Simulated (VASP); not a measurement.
# AgMoSe2 (R-3m) in VASP: single point with LDA+U

Aim: the single point of AgMoSe2 with LDA+U.

Program: VASP 6.6.1. These are calculated values, not measurements. Logs are shortened: lines on timing, memory, paths and dates and some standing lists are left out, and cuts for length are marked.

**1. The cell of the first run**

Symmetry: R-3m, No. 166, trigonal system. Conventional cell: a = 3.948 Å, b = 3.948 Å, c = 21.501 Å, α = 90.00°, β = 90.00°, γ = 120.00°. Within 4.3 Å of Ag (site symmetry -3m) lie 6 Se at 3.13 Å and 6 Ag at 3.95 Å and 6 Mo at 4.25 Å. Within 3.6 Å of Mo (site symmetry -3m) lie 6 Se at 2.69 Å. Se (site symmetry 3m) has 3 Mo at 2.69 Å and 3 Ag at 3.13 Å and 3 Se at 3.66 Å within 3.7 Å.

**2. Single point, LDA+U, collinear spin**

Contents of INCAR:

```
SYSTEM = AgMoSe2
PREC = Accurate ; ENCUT = 520
EDIFF = 1E-7 ; ISMEAR = 0
SIGMA = 0.05 ; LREAL = .FALSE.
LASPH = .TRUE. ; NELM = 150
ALGO = Normal ; ISIF = 2
LWAVE = .FALSE. ; LCHARG = .FALSE.
ISPIN = 2 ; MAGMOM = 0 3 0 0
LORBIT = 11 ; LMAXMIX = 4
LDAU = .TRUE. ; LDAUTYPE = 1
LDAUL = -1 2 -1 ; LDAUU = 0 4 0
LDAUJ = 0 0.5 0 ; LDAUPRINT = 1
GGA = CA ; NBANDS = 30
```

Contents of KPOINTS:

```
Automatic mesh
0
G
  6 6 6
  0 0 0
```

Contents of POSCAR:

```
AgMoSe2
1.0
    1.9741953200      1.1398022000      7.1670823700
   -1.9741953200      1.1398022000      7.1670823700
    0.0000000000     -2.2796044000      7.1670823700
Ag Mo Se
1 1 2
Direct
    0.5000000000      0.5000000000      0.5000000000
    0.0000000000      0.0000000000      0.0000000000
    0.2667000000      0.2667000000      0.2667000000
    0.7333000000      0.7333000000      0.7333000000
```

Potentials or basis: VASP PAW LDA potentials, release 64 (Ag, Mo_sv, Se).

Launch:

```bash
> cat potpaw_LDA.64/Ag/POTCAR potpaw_LDA.64/Mo_sv/POTCAR potpaw_LDA.64/Se/POTCAR > POTCAR
> mpirun -np 1 vasp_std > vasp.out
```

OUTCAR:

```text
SYSTEM = AgMoSe2
   PREC = Accurate
   ENCUT = 520
   EDIFF = 1E-7
   ISMEAR = 0
   LREAL = .FALSE.
   LASPH = .TRUE.
   NELM = 150
   ISIF = 2
   ISPIN = 2
   LORBIT = 11
   GGA = CA

 ion  position               nearest neighbor table
   1  0.500  0.500  0.500-   3 3.13   3 3.13   4 3.13   4 3.13   3 3.13   4 3.13
   2  0.000  0.000  0.000-   4 2.69   4 2.69   3 2.69   3 2.69   4 2.69   3 2.69
   3  0.267  0.267  0.267-   2 2.69   2 2.69   2 2.69   1 3.13   1 3.13   1 3.13
   4  0.733  0.733  0.733-   2 2.69   2 2.69   2 2.69   1 3.13   1 3.13   1 3.13

  LATTYP: Found a trigonal (rhomboedric) cell.
 ALAT       =     7.5208819905
 COS(alpha) =     0.8621925541

  Lattice vectors:

 A1 = (   1.9741953200,   1.1398022000,   7.1670823700)
 A2 = (  -1.9741953200,   1.1398022000,   7.1670823700)
 A3 = (   0.0000000000,  -2.2796044000,   7.1670823700)

Analysis of symmetry for initial positions (statically):
=====================================================================
 Subroutine PRICEL returns:
 Original cell was already a primitive cell.

 Routine SETGRP: Setting up the symmetry group for a
 trigonal (rhombohedral) supercell.

 Subroutine GETGRP returns: Found 12 space group operations
 (whereof 12 operations were pure point group operations)
 out of a pool of 12 trial point group operations.

The static configuration has the point symmetry D_3d.

Analysis of symmetry for dynamics (positions and initial velocities):
=====================================================================
 Subroutine PRICEL returns:
 Original cell was already a primitive cell.

 Routine SETGRP: Setting up the symmetry group for a
 trigonal (rhombohedral) supercell.

 Subroutine GETGRP returns: Found 12 space group operations
 (whereof 12 operations were pure point group operations)
 out of a pool of 12 trial point group operations.

The dynamic configuration has the point symmetry D_3d.

Analysis of structural, dynamic, and magnetic symmetry:
=====================================================================
 Subroutine PRICEL returns:
 Original cell was already a primitive cell.

 Routine SETGRP: Setting up the symmetry group for a
 trigonal (rhombohedral) supercell.

 Subroutine GETGRP returns: Found 12 space group operations
 (whereof 12 operations were pure point group operations)
[... 175 lines left out ...]
  o =  0.3310  v = -0.5807 -0.0000  0.0000 -0.8141 -0.0000  0.0000  0.0000  0.0000  0.0000  0.0000      0.0000  0.0000  0.0000  0.0000  0.0000  0.0000  0.0000  0.0000  0.0000  0.0000
  o =  0.3310  v = -0.0000  0.8141 -0.0000 -0.0000  0.5807  0.0000  0.0000  0.0000  0.0000  0.0000      0.0000  0.0000  0.0000  0.0000  0.0000  0.0000  0.0000  0.0000  0.0000  0.0000
  o =  0.8382  v =  0.8141 -0.0000 -0.0000 -0.5807  0.0000  0.0000  0.0000  0.0000  0.0000  0.0000      0.0000  0.0000  0.0000  0.0000  0.0000  0.0000  0.0000  0.0000  0.0000  0.0000
  o =  0.8382  v = -0.0000 -0.5807 -0.0000  0.0000  0.8141  0.0000  0.0000  0.0000  0.0000  0.0000      0.0000  0.0000  0.0000  0.0000  0.0000  0.0000  0.0000  0.0000  0.0000  0.0000
  o =  0.8422  v = -0.0000 -0.0000  1.0000  0.0000  0.0000  0.0000  0.0000  0.0000  0.0000  0.0000      0.0000  0.0000  0.0000  0.0000  0.0000  0.0000  0.0000  0.0000  0.0000  0.0000

 number of electron      36.9999997 magnetization       2.9999917

 Free energy of the ion-electron system (eV)
  ---------------------------------------------------
  ext. energy  EPLUGINS =         0.00000000
  ---------------------------------------------------
  free energy    TOTEN  =       -20.44515378 eV

  energy without entropy =      -20.44515378  energy(sigma->0) =      -20.44515378

 E-fermi :   4.3923     XC(G=0): -10.2333

 val. band max:        4.1193369053   @ k =   0.3333   0.3333   0.1667
 cond. band min:       5.0471140802   @ k =   0.0000   0.0000   0.0000
 fundamental gap:      0.9277771749
 Fermi energy:         4.3922509352

 spin component 1

 k-point     1 :       0.0000    0.0000    0.0000
  band No.  band energies     occupation
      1     -56.9809      1.00000
      2     -31.2887      1.00000
      3     -31.2666      1.00000
      4     -31.2666      1.00000
      5      -8.9561      1.00000
      6      -7.9109      1.00000
[... 1577 lines left out ...]
     29      13.8268      0.00000
     30      14.1822      0.00000

 [... further k-points ...]

------------------------ aborting loop because EDIFF is reached ----------------------------------------

  FORCE on cell =-STRESS in cart. coord.  units (eV):
  Direction    XX          YY          ZZ          XY          YZ          ZX
  --------------------------------------------------------------------------------------
  -------------------------------------------------------------------------------------
  Total       -4.9252929     -4.9252929     -5.3377914      0.0000000      0.0000000      0.0000000
  in kB      -81.5510190    -81.5510191    -88.3810035      0.0000000      0.0000000      0.0000000
  external PRESSURE =     -83.8276805 kB  Pullay stress =       0.0000000 kB

 VOLUME and BASIS-vectors are now :
 -----------------------------------------------------------------------------
  energy-cutoff  :      520.00
  volume of cell :       96.76
      direct lattice vectors                 reciprocal lattice vectors
     1.974195320  1.139802200  7.167082370     0.253267747  0.146224202  0.046508930
    -1.974195320  1.139802200  7.167082370    -0.253267747  0.146224202  0.046508930
     0.000000000 -2.279604400  7.167082370     0.000000000 -0.292448403  0.046508930

 POSITION                                       TOTAL-FORCE (eV/Angst)
 -----------------------------------------------------------------------------------
      0.00000      0.00000     10.75062        -0.000000      0.000000      0.000000
      0.00000      0.00000      0.00000         0.000000      0.000000      0.000000
      0.00000      0.00000      5.73438        -0.000000     -0.000000     -0.379332
      0.00000      0.00000     15.76686        -0.000000      0.000000      0.379332
 -----------------------------------------------------------------------------------
    total drift:                               -0.000000     -0.000000      0.000000

  FREE ENERGIE OF THE ION-ELECTRON SYSTEM (eV)
  ---------------------------------------------------
  free  energy   TOTEN  =       -20.4451537804 eV

  energy  without entropy=      -20.4451537804  energy(sigma->0) =      -20.44515378

 total charge

# of ion       s       p       d       tot
------------------------------------------
    1        0.222   0.099   9.311   9.632
    2        2.250   6.108   3.734  12.093
    3        1.452   2.354   0.029   3.835
    4        1.452   2.354   0.029   3.835
--------------------------------------------------
tot          5.377  10.915  13.103  29.395

 magnetization (x)

# of ion       s       p       d       tot
------------------------------------------
    1        0.025  -0.000  -0.001   0.025
    2        0.039   0.022   2.570   2.631
    3       -0.001  -0.022   0.010  -0.013
    4       -0.001  -0.022   0.010  -0.013
--------------------------------------------------
tot          0.062  -0.022   2.589   2.630
```

OSZICAR:

```text
N       E                     dE             d eps       ncg     rms          rms(c)
DAV:   1     0.254237056107E+03    0.25424E+03   -0.17577E+04  3952   0.113E+03
DAV:   2    -0.846540322985E+01   -0.26270E+03   -0.25177E+03  4306   0.290E+02
DAV:   3    -0.201168322547E+02   -0.11651E+02   -0.11484E+02  4646   0.566E+01
DAV:   4    -0.202251814542E+02   -0.10835E+00   -0.10829E+00  4188   0.575E+00
DAV:   5    -0.202259677406E+02   -0.78629E-03   -0.78624E-03  4480   0.500E-01    0.125E+01
DAV:   6    -0.204001419358E+02   -0.17417E+00   -0.82035E+00  4014   0.142E+01    0.678E+00
DAV:   7    -0.204384048165E+02   -0.38263E-01   -0.60708E-01  4152   0.572E+00    0.387E+00
DAV:   8    -0.204419376263E+02   -0.35328E-02   -0.53266E-02  4318   0.146E+00    0.190E+00
DAV:   9    -0.204445295199E+02   -0.25919E-02   -0.13070E-02  4338   0.789E-01    0.374E-01
DAV:  10    -0.204448804439E+02   -0.35092E-03   -0.36444E-03  3998   0.355E-01    0.179E-01
DAV:  11    -0.204450561993E+02   -0.17576E-03   -0.48369E-04  4356   0.114E-01    0.934E-02
DAV:  12    -0.204451375529E+02   -0.81354E-04   -0.77671E-05  4164   0.457E-02    0.470E-02
DAV:  13    -0.204451494847E+02   -0.11932E-04   -0.10007E-05  4350   0.177E-02    0.238E-02
DAV:  14    -0.204451533482E+02   -0.38635E-05   -0.50624E-06  4344   0.112E-02    0.562E-03
DAV:  15    -0.204451537546E+02   -0.40640E-06   -0.55475E-07  4242   0.410E-03    0.172E-03
DAV:  16    -0.204451537804E+02   -0.25758E-07   -0.31130E-08  2154   0.111E-03
   1 F= -.20445154E+02 E0= -.20445154E+02  d E =-.453508E-16  mag=     3.0000
```

It took 7.3 min on 1 thread of Intel Xeon Platinum 8259CL at 2.50GHz (Skylake/Cascade Lake), shared host; peak memory 0.44 GiB.

Results:

- Free energy: -20.4452 eV
- Pressure: -8.4 GPa
- Largest force: 0.379 eV/Å
- Band gap on the k mesh: 0.93 eV (least direct gap 1.20 eV)
- Net moment: 3.00 μB per cell
- Site moments: Ag +0.03; Mo +2.63; Se -0.01 μB
- Valence electrons inside the program's atomic spheres: Ag 9.63; Mo 12.09; Se 3.83

Forces in eV/Å, atoms in the order of the input:
```
Ag   0.000  0.000  0.000
Mo   0.000  0.000  0.000
Se   0.000  0.000 -0.379
Se   0.000  0.000  0.379
```

Eigenvalues of the final occupation matrices:
| site | spin | trace | eigenvalues |
| --- | --- | --- | --- |
| site 2 d | 1 | 3.18 | 0.33 0.33 0.84 0.84 0.84 |
| site 2 d | 2 | 0.59 | 0.04 0.04 0.04 0.23 0.23 |

Caveat: the cell stands under tension.
